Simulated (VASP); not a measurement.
The system is Ru.

```
Ru
1.0
     2.70580    0.00000    0.00000
    -1.35290    2.34329    0.00000
     0.00000    0.00000    4.28190
Ru
2
Direct
  0.33333 0.66667 0.25000
  0.66667 0.33333 0.75000
```

| Item | Value |
| --- | --- |
| Program | VASP 6.6.1 |
| Task | relaxation of cell and atoms |
| Functional | PBEsol |
| Potentials or basis | VASP PAW PBE potentials, release 64 (Ru_pv) |
| Cutoff | 600 eV |
| k mesh | 10 × 10 × 6 |
| Occupations | fermi-dirac, width 0.1 eV |
| Spin | no spin polarisation |

At the start: pressure -6.1 GPa; volume 13.57 Å³/atom.

**Question.** How do energy, volume and symmetry change on relaxing?

**Answer.** Over 6 steps the energy falls by 5.4 meV/atom and the volume is 13.33 Å³/atom (-1.8 %); space group P6_3/mmc (No. 194, to 0.1 Å) before and after.

The path:
```tsv
step	energy change (eV)	largest force (eV/Å)	pressure (GPa)	volume (Å³)
1	0.0000	0.0000	-6.05	27.15
2	0.0932	0.0000	23.11	25.18
3	-0.0105	0.0000	0.05	26.66
4	-0.0105	0.0000	0.22	26.65
5	-0.0106	0.0000	-0.15	26.68
6	-0.0108	0.0000	0.00	26.67
```

Final structure:
```yaml
crystal:
  lattice:
    - [2.69610, 0.00000, 0.00000]
    - [-1.34805, 2.33489, 0.00000]
    - [0.00000, 0.00000, 4.23627]
  atoms:
    - { symbol: Ru, position: [0.33333, 0.66667, 0.25000] }
    - { symbol: Ru, position: [0.66667, 0.33333, 0.75000] }
```

Caveat: the PAW data sets were made with another functional, which shifts forces and pressure a little.
